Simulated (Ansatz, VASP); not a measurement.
One calculation of Ni, two programs

The input POSCAR:

```
Ni
1.0
    0.0000000000      1.7793500000      1.7793500000
    1.7793500000      0.0000000000      1.7793500000
    1.7793500000      1.7793500000      0.0000000000
Ni
1
Direct
    0.0000000000      0.0000000000      0.0000000000
```

INCAR.step1

```
SYSTEM = Ni
PREC = Accurate
ENCUT = 660
ISMEAR = 0
SIGMA = 0.1
LREAL = .FALSE.
LASPH = .TRUE.
NELM = 120
NBANDS = 11
GGA = PE
ALGO = Normal
EDIFF = 1E-5
LWAVE = .TRUE.
LCHARG = .FALSE.
GGA_COMPAT = .FALSE.
```

The input INCAR.step2:

```
SYSTEM = Ni
PREC = Accurate
ENCUT = 660
EDIFF = 1E-6
ISMEAR = 0
SIGMA = 0.1
LREAL = .FALSE.
LASPH = .TRUE.
NELM = 120
ALGO = Normal
ISIF = 2
LWAVE = .FALSE.
LCHARG = .FALSE.
METAGGA = R2SCAN
LMIXTAU = .TRUE.
NBANDS = 11
ISTART = 1
GGA_COMPAT = .FALSE.
```

File KPOINTS:

```
Automatic mesh
0
G
  14 14 14
  0 0 0
```

Input for Ansatz:

```yaml
crystal:
  lattice:
    - [0.0, 1.77935, 1.77935]
    - [1.77935, 0.0, 1.77935]
    - [1.77935, 1.77935, 0.0]
  atoms:
    - { symbol: Ni, position: [0.0, 0.0, 0.0] }
hamiltonian:
  xc: r2scan
  pseudopotentials: { kind: paw }
basis:
  ecutwfc: 500
kpoints:
  mp_grid: { grid: [14, 14, 14] }
scf:
  occupations: { method: gaussian, width: 0.1 }
  lower_state_search: "off"
output:
  forces: true
  stress: true
```

Alike in both runs: task single point; functional r2SCAN; k mesh 14 × 14 × 14; occupations gaussian, width 0.1 eV; no spin polarisation.

|  | VASP | Ansatz |
| --- | --- | --- |
| version | VASP 6.6.1 | Ansatz 0.2.0 |
| potentials or method | VASP PAW PBE potentials, release 64 (Ni), cutoff 660 eV | PAW, plane waves, scalar-relativistic |
| valence electrons in the cell | 10 | 18 |

```csv
,VASP,Ansatz,Ansatz less VASP
pressure (GPa),-14.9,-15.4,-0.48
```

VASP's potentials were made for PBE, not for r2SCAN. VASP's potentials hold 10 valence electrons a cell and Ansatz's 18, so a difference there can come from the potentials and not from the codes.
